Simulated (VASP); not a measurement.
# Cd4N (Pm-3m) in VASP: single point with PBE

Aim: the single point of Cd4N with PBE.

All numbers are computed with VASP 6.6.1; they aren't measurements. Logs are shortened: lines on timing, memory, paths and dates and some standing lists are left out, and cuts for length are marked.

## (1) The cell of the first run

It takes space group Pm-3m (No. 221, cubic). The conventional cell has a = 4.575 Å, b = 4.575 Å, c = 4.575 Å, α = 90.00°, β = 90.00°, γ = 90.00°. Within 4.3 Å of N (site symmetry m-3m) lie 20 Cd at 3.24 to 3.96 Å. Within 3.0 Å of Cd (site symmetry m-3m) lie 6 Cd at 2.29 Å. Within 3.0 Å of Cd (site symmetry 4/mmm) lie 2 Cd at 2.29 Å.

## (2) Single point, PBE

INCAR reads:

```
PREC = Accurate ; ENCUT = 520
EDIFF = 1E-6 ; ISMEAR = -1
SIGMA = 0.1 ; LREAL = F
LASPH = T ; NELM = 100
ALGO = Normal ; ISIF = 2
LWAVE = F ; LCHARG = F
GGA = PE ; NBANDS = 34
```

KPOINTS reads:

```
regular mesh
0
Gamma
  7 7 7
```

POSCAR reads:

```
Cd4N
1.0
    4.5753420000      0.0000000000      0.0000000000
    0.0000000000      4.5753420000      0.0000000000
    0.0000000000      0.0000000000      4.5753420000
N Cd
1 4
Direct
    0.0000000000      0.0000000000      0.0000000000
    0.5000000000      0.5000000000      0.5000000000
    0.0000000000      0.5000000000      0.5000000000
    0.5000000000      0.0000000000      0.5000000000
    0.5000000000      0.5000000000      0.0000000000
```

Potentials or basis: VASP PAW PBE potentials, release 64 (N, Cd).

Run with:

```console
cat potpaw_PBE.64/N/POTCAR potpaw_PBE.64/Cd/POTCAR > POTCAR
mpirun -np 1 vasp_std > vasp.out
```

OUTCAR:

```text
PREC = Accurate
   ENCUT = 520
   EDIFF = 1E-6
   ISMEAR = -1
   LREAL = F
   LASPH = T
   NELM = 100
   ISIF = 2
   GGA = PE

 ion  position               nearest neighbor table
   1  0.000  0.000  0.000-
   2  0.500  0.500  0.500-   3 2.29   4 2.29   5 2.29   5 2.29   4 2.29   3 2.29
   3  0.000  0.500  0.500-   2 2.29   2 2.29   5 3.24   5 3.24   4 3.24   4 3.24   4 3.24   5 3.24
                             5 3.24   4 3.24
   4  0.500  0.000  0.500-   2 2.29   2 2.29   5 3.24   5 3.24   3 3.24   3 3.24   5 3.24   5 3.24
                             3 3.24   3 3.24
   5  0.500  0.500  0.000-   2 2.29   2 2.29   4 3.24   3 3.24   3 3.24   4 3.24   4 3.24   4 3.24
                             3 3.24   3 3.24

  LATTYP: Found a simple cubic cell.
 ALAT       =     4.5753420000

  Lattice vectors:

 A1 = (   4.5753420000,   0.0000000000,   0.0000000000)
 A2 = (   0.0000000000,   4.5753420000,   0.0000000000)
 A3 = (   0.0000000000,   0.0000000000,   4.5753420000)

Analysis of symmetry for initial positions (statically):
=====================================================================
 Subroutine PRICEL returns:
 Original cell was already a primitive cell.

 Routine SETGRP: Setting up the symmetry group for a
 simple cubic supercell.

 Subroutine GETGRP returns: Found 48 space group operations
 (whereof 48 operations were pure point group operations)
 out of a pool of 48 trial point group operations.

The static configuration has the point symmetry O_h .

Analysis of symmetry for dynamics (positions and initial velocities):
=====================================================================
 Subroutine PRICEL returns:
 Original cell was already a primitive cell.

 Routine SETGRP: Setting up the symmetry group for a
 simple cubic supercell.

 Subroutine GETGRP returns: Found 48 space group operations
 (whereof 48 operations were pure point group operations)
 out of a pool of 48 trial point group operations.

The dynamic configuration has the point symmetry O_h .

 Subroutine INISYM returns: Found 48 space group operations
 (whereof 48 operations are pure point group operations),
 and found     1 'primitive' translations

----------------------------------------------------------------------------------------

                                     Primitive cell

  volume of cell :      95.7791

  direct lattice vectors                    reciprocal lattice vectors
     4.575342000  0.000000000  0.000000000     0.218562897  0.000000000  0.000000000
     0.000000000  4.575342000  0.000000000     0.000000000  0.218562897  0.000000000
     0.000000000  0.000000000  4.575342000     0.000000000  0.000000000  0.218562897

  length of vectors
     4.575342000  4.575342000  4.575342000     0.218562897  0.218562897  0.218562897

  position of ions in fractional coordinates (direct lattice)
     0.000000000  0.000000000  0.000000000
     0.500000000  0.500000000  0.500000000
     0.000000000  0.500000000  0.500000000
     0.500000000  0.000000000  0.500000000
     0.500000000  0.500000000  0.000000000

  ion indices of the primitive-cell ions
   primitive index   ion index
                 1           1
                 2           2
                 3           3
                 4           4
                 5           5

----------------------------------------------------------------------------------------

 KPOINTS: regular mesh

Automatic generation of k-mesh.
 Grid dimensions read from file:
 generate k-points for:    7    7    7

 Generating k-lattice:

  Cartesian coordinates                     Fractional coordinates (reciprocal lattice)
     0.031223271  0.000000000  0.000000000     0.142857143  0.000000000  0.000000000
     0.000000000  0.031223271  0.000000000     0.000000000  0.142857143  0.000000000
     0.000000000  0.000000000  0.031223271     0.000000000  0.000000000  0.142857143

  Length of vectors
     0.031223271  0.031223271  0.031223271

  Shift w.r.t. Gamma in fractional coordinates (k-lattice)
     0.000000000  0.000000000  0.000000000

 Subroutine IBZKPT returns following result:
 ===========================================

 Found     20 irreducible k-points:

 Following reciprocal coordinates:
            Coordinates               Weight
  0.000000  0.000000  0.000000      1.000000
  0.142857  0.000000  0.000000      6.000000
  0.285714  0.000000  0.000000      6.000000
  0.428571  0.000000  0.000000      6.000000
  0.142857  0.142857  0.000000     12.000000
  0.285714  0.142857  0.000000     24.000000
[... 12 lines left out ...]
  0.428571  0.428571  0.285714     24.000000
  0.428571  0.428571  0.428571      8.000000
   k-points           NKPTS =     20   k-points in BZ     NKDIM =     20   number of bands    NBANDS=     34
   number of dos      NEDOS =    301   number of ions     NIONS =      5
   total plane-waves  NPLWV =  46656
   dimension x,y,z NGX =    36 NGY =   36 NGZ =   36
   dimension x,y,z NGXF=    72 NGYF=   72 NGZF=   72
   ions per type =               1   4
   NGX,Y,Z   is equivalent  to a cutoff of  13.08, 13.08, 13.08 a.u.
   NGXF,Y,Z  is equivalent  to a cutoff of  26.16, 26.16, 26.16 a.u.
 SYSTEM =  unknown system
   PREC   = accura    normal or accurate (medium, high low for compatibility)
   ISTART =      0    job   : 0-new  1-cont  2-samecut
   ICHARG =      2    charge: 1-file 2-atom 10-const
   ISPIN  =      1    spin polarized calculation?
   LNONCOLLINEAR =      F non collinear calculations
   LSORBIT =      F    spin-orbit coupling
   LASPH  =      T    aspherical Exc in radial PAW
   ENCUT  =  520.0 eV  38.22 Ry    6.18 a.u.   8.51  8.51  8.51*2*pi/ulx,y,z
   NELM   =    100;   NELMIN=  2; NELMDL= -5     # of ELM steps
   EDIFF  = 0.1E-05   stopping-criterion for ELM
   LREAL  =      F    real-space projection
   EDIFFG = 0.1E-04   stopping-criterion for IOM
   NSW    =      0    number of steps for IOM
   IBRION =     -1    ionic relax: 0-MD 1-quasi-New 2-CG
   NFREE  =      0    steps in history (QN), initial steepest desc. (CG)
   ISIF   =      2    stress and relaxation
   ISYM   =      2    0-nonsym 1-usesym 2-fastsym
   POTIM  = 0.5000    time-step for ionic-motion
   TEBEG  =    0.0;   TEEND  =   0.0 temperature during run
   PSTRESS=    0.0 pullay stress
   NELECT =      53.0000    total number of electrons
   NUPDOWN=      -1.0000    fix difference up-down
   EMIN   =  10.00;   EMAX   =-10.00  energy-range for DOS
   EFERMI =   0.00;   METHOD = LEGACY
   ISMEAR =    -1;   SIGMA  =   0.10  broadening in eV -4-tet -1-fermi 0-gaus
   EFERMI_NEDOS =   21; number of points for ismear=-14 and -15
   IALGO  =     38    algorithm
   IMIX   =      4    mixing-type and parameters
     AMIX     =   0.40;   BMIX     =  1.00
     AMIX_MAG =   1.60;   BMIX_MAG =  1.00
  volume/ion in A,a.u.               =      19.16       129.27
  Fermi-wavevector in a.u.,A,eV,Ry     =   1.344033  2.539854 24.577896  1.806424
  Thomas-Fermi vector in A             =   2.472059
   LORBIT       =      0    0 simple, 1 ext, 2 COOP (PROOUT), +10 PAW based schemes
   GGA     = PE    functional components
   LHFCALC =     F    Hartree Fock is set to
   AEXX    =    0.0000 exact exchange contribution
   IVDW    =     0    specifies the selected vdW correction
   LEPSILON=     F    determine dielectric tensor
   LRPA    =     F    only Hartree local field effects (RPA)
 non-spin polarized calculation
  energy-cutoff  :      520.00
  volume of cell :       95.78
 maximum number of plane-waves:      2602
 NGX is ok and might be reduce to    36
   NGX = 17   NGY = 17   NGZ = 17

 number of electron      52.9999956 magnetization

 Free energy of the ion-electron system (eV)
  ---------------------------------------------------
  ext. energy  EPLUGINS =         0.00000000
  ---------------------------------------------------
  free energy    TOTEN  =         0.45785769 eV

  energy without entropy =        0.57863919  energy(sigma->0) =        0.51824844

 E-fermi :   2.3729     XC(G=0): -10.7770

 val. band max:        2.3488056465   @ k =   0.4286   0.4286   0.0000
 cond. band min:       2.4090341984   @ k =   0.2857   0.2857   0.1429
 fundamental gap:      0.0602285519
 Fermi energy:         2.3729237696

 k-point     1 :       0.0000    0.0000    0.0000
  band No.  band energies     occupation
      1     -10.7980      2.00000
      2     -10.7980      2.00000
      3      -9.7877      2.00000
      4      -9.7877      2.00000
      5      -9.7877      2.00000
      6      -9.7080      2.00000
[... 26 lines left out ...]
     33       9.1689      0.00000
     34       9.1689      0.00000

 k-point     2 :       0.1429    0.0000    0.0000
  band No.  band energies     occupation
      1     -10.7963      2.00000
      2     -10.6639      2.00000
      3      -9.7841      2.00000
      4      -9.7116      2.00000
      5      -9.7116      2.00000
      6      -9.6620      2.00000
[... 26 lines left out ...]
     33       8.8489      0.00000
     34       9.0789      0.00000

 k-point     3 :       0.2857    0.0000    0.0000
  band No.  band energies     occupation
      1     -10.7924      2.00000
      2     -10.3901      2.00000
      3      -9.7759      2.00000
      4      -9.5663      2.00000
      5      -9.5177      2.00000
      6      -9.5177      2.00000
[... 26 lines left out ...]
     33       8.3230      0.00000
     34      10.2663      0.00000
[... 556 lines left out ...]
 k-point    19 :       0.4286    0.4286    0.2857
  band No.  band energies     occupation
      1      -9.7822      2.00000
      2      -9.4932      2.00000
      3      -9.1306      2.00000
      4      -8.9879      2.00000
      5      -8.9762      2.00000
      6      -8.7165      2.00000
[... 26 lines left out ...]
     33      12.0586      0.00000
     34      12.3155      0.00000

 k-point    20 :       0.4286    0.4286    0.4286
  band No.  band energies     occupation
      1      -9.4873      2.00000
      2      -9.1214      2.00000
      3      -9.1214      2.00000
      4      -8.7369      2.00000
      5      -8.7233      2.00000
      6      -8.7233      2.00000
[... 26 lines left out ...]
     33      13.2665      0.00000
     34      13.2665      0.00000

------------------------ aborting loop because EDIFF is reached ----------------------------------------

  FORCE on cell =-STRESS in cart. coord.  units (eV):
  Direction    XX          YY          ZZ          XY          YZ          ZX
  --------------------------------------------------------------------------------------
  -------------------------------------------------------------------------------------
  Total       25.0196526     25.0196526     25.0196526      0.0000000      0.0000000     -0.0000000
  in kB      418.5247728    418.5247728    418.5247728      0.0000000      0.0000000     -0.0000000
  external PRESSURE =     418.5247728 kB  Pullay stress =       0.0000000 kB

 VOLUME and BASIS-vectors are now :
 -----------------------------------------------------------------------------
  energy-cutoff  :      520.00
  volume of cell :       95.78
      direct lattice vectors                 reciprocal lattice vectors
     4.575342000  0.000000000  0.000000000     0.218562897  0.000000000  0.000000000
     0.000000000  4.575342000  0.000000000     0.000000000  0.218562897  0.000000000
     0.000000000  0.000000000  4.575342000     0.000000000  0.000000000  0.218562897

 POSITION                                       TOTAL-FORCE (eV/Angst)
 -----------------------------------------------------------------------------------
      0.00000      0.00000      0.00000         0.000000      0.000000      0.000000
      2.28767      2.28767      2.28767         0.000000      0.000000      0.000000
      0.00000      2.28767      2.28767         0.000000      0.000000      0.000000
      2.28767      0.00000      2.28767         0.000000      0.000000      0.000000
      2.28767      2.28767      0.00000         0.000000      0.000000      0.000000
 -----------------------------------------------------------------------------------
    total drift:                                0.000000      0.000000      0.000000

  FREE ENERGIE OF THE ION-ELECTRON SYSTEM (eV)
  ---------------------------------------------------
  free  energy   TOTEN  =         0.4578576859 eV

  energy  without entropy=        0.5786391908  energy(sigma->0) =        0.51824844
```

Run time: 83 s. Hardware: 1 thread of Intel Xeon Platinum 8259CL at 2.50GHz (Skylake/Cascade Lake), shared host; peak memory 0.22 GiB.

What came out:

```yaml
Free_energy: 0.4579 eV
Pressure: 41.9 GPa
```

Levels at points of the mesh, in eV from the Fermi level:
```tsv
k point	band 23	band 24	band 25	band 26	band 27	band 28	band 29	band 30
(0.00, 0.00, 0.00)	-2.05	-2.05	-2.05	0.62	0.62	0.62	1.79	1.79
```
